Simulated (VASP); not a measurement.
# AlN (P6_3mc) in VASP: a series of runs

The runs below take AlN through single point, relaxation of shape and atoms at fixed volume, with HSE06.

Everything below comes from runs of VASP 6.6.1. Logs are shortened: lines on timing, memory, paths and dates and some standing lists are left out, and cuts for length are marked.

## (1) The cell of the first run

Symmetry: P6_3mc, No. 186, hexagonal system. The conventional cell has a = 3.047 Å, b = 3.047 Å, c = 4.851 Å, α = 90.00°, β = 90.00°, γ = 120.00°. Within 2.5 Å of Al (site symmetry 3m) lie 4 N at 1.85 to 1.86 Å. N (site symmetry 3m) has 4 Al at 1.85 to 1.86 Å within 2.5 Å.

## (2) Single point, HSE06 (9.75 Å³/atom)

File POSCAR:

```
AlN
1.0
    3.0468355614      0.0000000000      0.0000000000
   -1.5234177807      2.6386369973      0.0000000000
    0.0000000000      0.0000000000      4.8510440181
Al N
2 2
Direct
    0.3333333333      0.6666666667     -0.0017539554
    0.6666666667      0.3333333333      0.4982460446
    0.3333333333      0.6666666667      0.3817539554
    0.6666666667      0.3333333333      0.8817539554
```

File INCAR.step1:

```
ALGO = Normal
EDIFF = 1E-5
ENCUT = 520
GGA = PE
GGA_COMPAT = False
ISIF = 2
ISMEAR = 0
LASPH = True
LCHARG = False
LREAL = False
LWAVE = True
NBANDS = 16
NELM = 120
PREC = Accurate
SIGMA = 0.02
```

File INCAR.step2:

```
ALGO = Normal
EDIFF = 1E-6
ENCUT = 520
GGA = PE
GGA_COMPAT = False
HFSCREEN = 0.2079
ISIF = 2
ISMEAR = 0
ISTART = 1
LASPH = True
LCHARG = False
LHFCALC = True
LREAL = False
LWAVE = False
NBANDS = 16
NELM = 120
PREC = Accurate
PRECFOCK = Normal
SIGMA = 0.02
```

File KPOINTS:

```
k-points
0
Gamma
  6 6 4
```

Potentials or basis: VASP PAW PBE potentials, release 64 (Al, N).

The run is started by

```
cat potpaw_PBE.64/Al/POTCAR potpaw_PBE.64/N/POTCAR > POTCAR
cp INCAR.step1 INCAR
mpirun -np 1 vasp_std > vasp.out
cp INCAR.step2 INCAR
mpirun -np 1 vasp_std > vasp.out
```

OUTCAR:

```text
EDIFF = 1E-6
   ENCUT = 520
   GGA = PE
   HFSCREEN = 0.2079
   ISIF = 2
   ISMEAR = 0
   ISTART = 1
   LASPH = True
   LHFCALC = True
   LREAL = False
   NELM = 120
   PREC = Accurate
   PRECFOCK = Normal

 ion  position               nearest neighbor table
   1  0.333  0.667  0.998-   4 1.85   4 1.85   4 1.85   3 1.86   2 3.00   2 3.00   2 3.00   2 3.00
                             2 3.00   2 3.00
   2  0.667  0.333  0.498-   3 1.85   3 1.85   3 1.85   4 1.86   1 3.00   1 3.00   1 3.00   1 3.00
                             1 3.00   1 3.00
   3  0.333  0.667  0.382-   2 1.85   2 1.85   2 1.85   1 1.86
   4  0.667  0.333  0.882-   1 1.85   1 1.85   1 1.85   2 1.86

  LATTYP: Found a hexagonal cell.
 ALAT       =     3.0468355614
 C/A-ratio  =     1.5921581327

  Lattice vectors:

 A1 = (   3.0468355614,   0.0000000000,   0.0000000000)
 A2 = (  -1.5234177807,   2.6386369973,   0.0000000000)
 A3 = (   0.0000000000,   0.0000000000,   4.8510440181)

Analysis of symmetry for initial positions (statically):
=====================================================================
 Subroutine PRICEL returns:
 Original cell was already a primitive cell.

 Routine SETGRP: Setting up the symmetry group for a
 hexagonal supercell.

 Subroutine GETGRP returns: Found 12 space group operations
 (whereof  6 operations were pure point group operations)
 out of a pool of 24 trial point group operations.

The static configuration has the point symmetry C_3v.
 The point group associated with its full space group is C_6v.

Analysis of symmetry for dynamics (positions and initial velocities):
=====================================================================
 Subroutine PRICEL returns:
 Original cell was already a primitive cell.

 Routine SETGRP: Setting up the symmetry group for a
 hexagonal supercell.

 Subroutine GETGRP returns: Found 12 space group operations
 (whereof  6 operations were pure point group operations)
 out of a pool of 24 trial point group operations.

The dynamic configuration has the point symmetry C_3v.
 The point group associated with its full space group is C_6v.

 Subroutine INISYM returns: Found 12 space group operations
 (whereof  6 operations are pure point group operations),
 and found     1 'primitive' translations

----------------------------------------------------------------------------------------

                                     Primitive cell

  volume of cell :      38.9999

  direct lattice vectors                    reciprocal lattice vectors
     3.046835561  0.000000000  0.000000000     0.328209377  0.189491772  0.000000000
    -1.523417781  2.638636997  0.000000000     0.000000000  0.378983544  0.000000000
     0.000000000  0.000000000  4.851044018     0.000000000  0.000000000  0.206141193

  length of vectors
     3.046835561  3.046835561  4.851044018     0.378983544  0.378983544  0.206141193

  position of ions in fractional coordinates (direct lattice)
     0.333333333  0.666666667  0.998246045
     0.666666667  0.333333333  0.498246045
     0.333333333  0.666666667  0.381753955
     0.666666667  0.333333333  0.881753955

  ion indices of the primitive-cell ions
   primitive index   ion index
                 1           1
                 2           2
                 3           3
                 4           4

----------------------------------------------------------------------------------------

 KPOINTS: k-points

Automatic generation of k-mesh.
 Grid dimensions read from file:
 generate k-points for:    6    6    4

 Generating k-lattice:

  Cartesian coordinates                     Fractional coordinates (reciprocal lattice)
     0.054701563  0.031581962  0.000000000     0.166666667  0.000000000  0.000000000
     0.000000000  0.063163924  0.000000000     0.000000000  0.166666667  0.000000000
     0.000000000  0.000000000  0.051535298     0.000000000  0.000000000  0.250000000

  Length of vectors
     0.063163924  0.063163924  0.051535298

  Shift w.r.t. Gamma in fractional coordinates (k-lattice)
     0.000000000  0.000000000  0.000000000

 Subroutine IBZKPT returns following result:
 ===========================================

 Found     21 irreducible k-points:

 Following reciprocal coordinates:
            Coordinates               Weight
  0.000000  0.000000  0.000000      1.000000
  0.166667 -0.000000  0.000000      6.000000
  0.333333 -0.000000  0.000000      6.000000
  0.500000  0.000000  0.000000      3.000000
  0.166667  0.166667  0.000000      6.000000
  0.333333  0.166667  0.000000     12.000000
[... 13 lines left out ...]
  0.333333  0.166667  0.500000     12.000000
  0.333333  0.333333  0.500000      2.000000
   k-points           NKPTS =     21   k-points in BZ     NKDIM =    144   number of bands    NBANDS=     16
   number of dos      NEDOS =    301   number of ions     NIONS =      4
   total plane-waves  NPLWV =  20736
   dimension x,y,z NGX =    24 NGY =   24 NGZ =   36
   dimension x,y,z NGXF=    48 NGYF=   48 NGZF=   72
   ions per type =               2   2
   NGX,Y,Z   is equivalent  to a cutoff of  13.10, 13.10, 12.34 a.u.
   NGXF,Y,Z  is equivalent  to a cutoff of  26.19, 26.19, 24.67 a.u.
 SYSTEM =  unknown system
   PREC   = accura    normal or accurate (medium, high low for compatibility)
   ISTART =      1    job   : 0-new  1-cont  2-samecut
   ICHARG =      0    charge: 1-file 2-atom 10-const
   ISPIN  =      1    spin polarized calculation?
   LNONCOLLINEAR =      F non collinear calculations
   LSORBIT =      F    spin-orbit coupling
   LASPH  =      T    aspherical Exc in radial PAW
   ENCUT  =  520.0 eV  38.22 Ry    6.18 a.u.   5.67  5.67  9.02*2*pi/ulx,y,z
   NELM   =    120;   NELMIN=  2; NELMDL=  0     # of ELM steps
   EDIFF  = 0.1E-05   stopping-criterion for ELM
   LREAL  =      F    real-space projection
   EDIFFG = 0.1E-04   stopping-criterion for IOM
   NSW    =      0    number of steps for IOM
   IBRION =     -1    ionic relax: 0-MD 1-quasi-New 2-CG
   NFREE  =      0    steps in history (QN), initial steepest desc. (CG)
   ISIF   =      2    stress and relaxation
   ISYM   =      3    0-nonsym 1-usesym 2-fastsym
   POTIM  = 0.5000    time-step for ionic-motion
   TEBEG  =    0.0;   TEEND  =   0.0 temperature during run
   PSTRESS=    0.0 pullay stress
   NELECT =      16.0000    total number of electrons
   NUPDOWN=      -1.0000    fix difference up-down
   EMIN   =  10.00;   EMAX   =-10.00  energy-range for DOS
   EFERMI =   0.00;   METHOD = LEGACY
   ISMEAR =     0;   SIGMA  =   0.02  broadening in eV -4-tet -1-fermi 0-gaus
   EFERMI_NEDOS =   21; number of points for ismear=-14 and -15
   IALGO  =     38    algorithm
   IMIX   =      1    mixing-type and parameters
     AMIX     =   0.40;   BMIX     =  1.00
     AMIX_MAG =   1.60;   BMIX_MAG =  1.00
  volume/ion in A,a.u.               =       9.75        65.80
  Fermi-wavevector in a.u.,A,eV,Ry     =   1.216448  2.298753 20.133161  1.479746
  Thomas-Fermi vector in A             =   2.351801
   LORBIT       =      0    0 simple, 1 ext, 2 COOP (PROOUT), +10 PAW based schemes
   GGA     = PE    functional components
   LHFCALC =     T    Hartree Fock is set to
   PRECFOCK=normal    Normal, Fast or Accurate (Low or Medium for compatibility)
   ENCUT4O =  -1.0   cutoff for four orbital integrals eV
   NKREDX  =     1    reduce k-point grid by
   NKREDY  =     1    reduce k-point grid by
   NKREDZ  =     1    reduce k-point grid by
   AEXX    =    0.2500 exact exchange contribution
   HFSCREEN=    0.2079 screening length (either q_TF or 0.3 A-1)
   HFSCREENC=   0.2079 screening length for correlation (either q_TF or 0.3 A-1)
   ENCUTFOCK=  -1.0 apply spherical cutoff to Coloumb kernel
   IVDW    =     0    specifies the selected vdW correction
   LEPSILON=     F    determine dielectric tensor
   LRPA    =     F    only Hartree local field effects (RPA)
 non-spin polarized calculation
 Gauss-broadening in eV      SIGMA  =   0.02
  energy-cutoff  :      520.00
  volume of cell :       39.00
 maximum number of plane-waves:      1087
 NGX is ok and might be reduce to    24
  NGX = 18; NGY = 18; NGZ = 28

 number of electron      16.0000000 magnetization

 Free energy of the ion-electron system (eV)
  ---------------------------------------------------
  ext. energy  EPLUGINS =         0.00000000
  ---------------------------------------------------
  free energy    TOTEN  =       -34.78674346 eV

  energy without entropy =      -34.78674346  energy(sigma->0) =      -34.78674346

 E-fermi :   6.1393     XC(G=0):  -9.2301

 val. band max:        5.9535590089   @ k =   0.0000   0.0000   0.0000
 cond. band min:      12.1368757369   @ k =   0.0000   0.0000   0.0000
 fundamental gap:      6.1833167280
 Fermi energy:         6.1393427088

 k-point     1 :       0.0000    0.0000    0.0000
  band No.  band energies     occupation
      1     -11.2454      2.00000
      2      -8.6981      2.00000
      3      -0.9182      2.00000
      4       4.8691      2.00000
      5       4.8691      2.00000
      6       5.6269      2.00000
[... 8 lines left out ...]
     15      21.4531      0.00000
     16      21.5067      0.00000

 k-point     2 :       0.1667   -0.0000    0.0000
  band No.  band energies     occupation
      1     -10.8445      2.00000
      2      -8.4813      2.00000
      3      -0.4404      2.00000
      4       3.3070      2.00000
      5       4.2657      2.00000
      6       4.4188      2.00000
[... 8 lines left out ...]
     15      20.7979      0.00000
     16      20.8542      0.00000

 k-point     3 :       0.3333   -0.0000    0.0000
  band No.  band energies     occupation
      1      -9.8032      2.00000
      2      -8.1003      2.00000
      3       0.7934      2.00000
      4       0.8749      2.00000
      5       2.1883      2.00000
      6       3.7437      2.00000
[... 8 lines left out ...]
     15      20.6599      0.00000
     16      22.9042      0.00000
[... 305 lines left out ...]
 k-point    20 :       0.3333    0.1667    0.5000
  band No.  band energies     occupation
      1      -8.5269      2.00000
      2      -8.5269      2.00000
      3       0.0457      2.00000
      4       0.0457      2.00000
      5       2.8843      2.00000
      6       2.8843      2.00000
[... 8 lines left out ...]
     15      21.9011      0.00000
     16      21.9011      0.00000

 k-point    21 :       0.3333    0.3333    0.5000
  band No.  band energies     occupation
      1      -8.2601      2.00000
      2      -8.2601      2.00000
      3       0.4289      2.00000
      4       0.4289      2.00000
      5       1.4533      2.00000
      6       1.4533      2.00000
[... 8 lines left out ...]
     15      21.8773      0.00000
     16      21.8773      0.00000

------------------------ aborting loop because EDIFF is reached ----------------------------------------

  FORCE on cell =-STRESS in cart. coord.  units (eV):
  Direction    XX          YY          ZZ          XY          YZ          ZX
  --------------------------------------------------------------------------------------
  -------------------------------------------------------------------------------------
  Total        3.5432561      3.5432561      3.5837706      0.0000000      0.0000000      0.0000000
  in kB      145.5624129    145.5624129    147.2268125      0.0000000      0.0000000      0.0000000
  external PRESSURE =     146.1172128 kB  Pullay stress =       0.0000000 kB

 VOLUME and BASIS-vectors are now :
 -----------------------------------------------------------------------------
  energy-cutoff  :      520.00
  volume of cell :       39.00
      direct lattice vectors                 reciprocal lattice vectors
     3.046835561  0.000000000  0.000000000     0.328209377  0.189491772  0.000000000
    -1.523417781  2.638636997  0.000000000     0.000000000  0.378983544  0.000000000
     0.000000000  0.000000000  4.851044018     0.000000000  0.000000000  0.206141193

 POSITION                                       TOTAL-FORCE (eV/Angst)
 -----------------------------------------------------------------------------------
     -0.00000      1.75909      4.84254        -0.000000      0.000000      0.003196
      1.52342      0.87955      2.41701        -0.000000     -0.000000      0.003196
     -0.00000      1.75909      1.85191         0.000000     -0.000000     -0.003196
      1.52342      0.87955      4.27743         0.000000      0.000000     -0.003196
 -----------------------------------------------------------------------------------
    total drift:                                0.000000      0.000000     -0.000081

  FREE ENERGIE OF THE ION-ELECTRON SYSTEM (eV)
  ---------------------------------------------------
  free  energy   TOTEN  =       -34.7867434577 eV

  energy  without entropy=      -34.7867434577  energy(sigma->0) =      -34.78674346
```

Run time: 46 min. Hardware: 1 thread of Oxide Virtual Turin-like, shared host; peak memory 0.23 GiB.

What came out:

```yaml
Free_energy: -34.7867 eV
Pressure: 14.6 GPa
Largest_force: 0.003 eV/Å
Band_gap_on_the_k_mesh: 6.18 eV
```

Forces on the atoms (eV/Å):
```
Al   0.000  0.000  0.003
Al   0.000  0.000  0.003
N    0.000  0.000 -0.003
N    0.000  0.000 -0.003
```

Caveat: the cell stands under pressure; the PAW data sets were made with another functional, which shifts forces and pressure a little. A k mesh can miss the band edges.

## (3) Relaxation of shape and atoms at fixed volume, HSE06 (10.99 Å³/atom)

This run uses another cell than the first one, of 10.99 Å³/atom.

File POSCAR:

```
AlN
1.0
    3.1644812843      0.0000000000      0.0000000000
   -1.5822406422      2.7405211820      0.0000000000
    0.0000000000      0.0000000000      5.0711469533
Al N
2 2
Direct
    0.3333333333      0.6666666667     -0.0008506874
    0.6666666667      0.3333333333      0.4991493126
    0.3333333333      0.6666666667      0.3808506874
    0.6666666667      0.3333333333      0.8808506874
```

File INCAR.step1:

```
SYSTEM = AlN
PREC = Accurate
ENCUT = 600
EDIFF = 1E-5
ISMEAR = 0
SIGMA = 0.02
LREAL = .False.
LASPH = .True.
NELM = 120
ALGO = Normal
LWAVE = .True.
LCHARG = .False.
GGA = PE
NBANDS = 16
GGA_COMPAT = .False.
IBRION = 2
ISIF = 3
EDIFFG = -0.005
NELMIN = 4
NSW = 100
KPAR = 4
```

File INCAR.step2:

```
SYSTEM = AlN
PREC = Accurate
ENCUT = 600
EDIFF = 1E-7
ISMEAR = 0
SIGMA = 0.02
LREAL = .False.
LASPH = .True.
NELM = 120
ALGO = Normal
ISIF = 4
LWAVE = .False.
LCHARG = .False.
GGA = PE
LHFCALC = .True.
HFSCREEN = 0.2079
PRECFOCK = Normal
IBRION = 2
NSW = 50
EDIFFG = -0.01
ISTART = 1
GGA_COMPAT = .False.
NELMIN = 4
KPAR = 4
```

File KPOINTS:

```
Automatic mesh
0
Gamma
  6 6 4
  0 0 0
```

Potentials or basis: VASP PAW PBE potentials, release 64 (Al, N).

The run is started by

```
cat potpaw_PBE.64/Al/POTCAR potpaw_PBE.64/N/POTCAR > POTCAR
cp INCAR.step1 INCAR
mpirun -np 4 vasp_std > vasp.out
cp INCAR.step2 INCAR
mpirun -np 4 vasp_std > vasp.out
```

It took 24 min on 4 MPI ranks of Oxide Virtual Turin-like, shared host; peak memory 0.27 GiB.

The run converged. Its results:

```
Free energy                  : -34.8036 eV
Energy gained by relaxing    : 0.0 meV/atom
Ionic steps                  : 3
Pressure after relaxing      : -11.3 GPa
Largest force after relaxing : 0.008 eV/Å
Band gap on the k mesh       : 5.08 eV
```

Forces in eV/Å, atoms in the order of the input:
```
Al   0.000  0.000  0.008
Al   0.000  0.000  0.008
N    0.000  0.000 -0.008
N    0.000  0.000 -0.008
```

Stress tensor (GPa, compression positive):
```
-11.24   0.00   0.00
  0.00 -11.24   0.00
  0.00   0.00 -11.38
```

The path:
```csv
step,energy change (eV),largest force (eV/Å),pressure (GPa),volume (Å³)
1,0.0000,0.0196,-11.31,43.98
2,-0.0002,0.0125,-11.30,43.98
3,-0.0002,0.0085,-11.29,43.98
```

Final structure:
```yaml
crystal:
  lattice:
    - [3.16174, 0.00000, 0.00000]
    - [-1.58087, 2.73814, 0.00000]
    - [0.00000, 0.00000, 5.07996]
  atoms:
    - { symbol: Al, position: [0.33333, 0.66667, 0.99944] }
    - { symbol: Al, position: [0.66667, 0.33333, 0.49944] }
    - { symbol: N, position: [0.33333, 0.66667, 0.38056] }
    - { symbol: N, position: [0.66667, 0.33333, 0.88056] }
```

Levels at points of the mesh, in eV from the valence-band top:
```
           k point  band 6  band 7  band 8  band 9  band 10  band 11
(0.00, 0.00, 0.00)   -0.20   -0.20    0.00    5.08     7.69    12.01
(0.50, 0.00, 0.00)   -2.19   -1.81   -0.73    7.00     7.02     9.25
(0.00, 0.00, 0.50)   -0.56   -0.56   -0.56    7.48     7.48    11.54
(0.50, 0.00, 0.50)   -1.54   -1.43   -1.43    6.44     6.44    10.45
```

Caveat: the PAW data sets were made with another functional, which shifts forces and pressure a little.
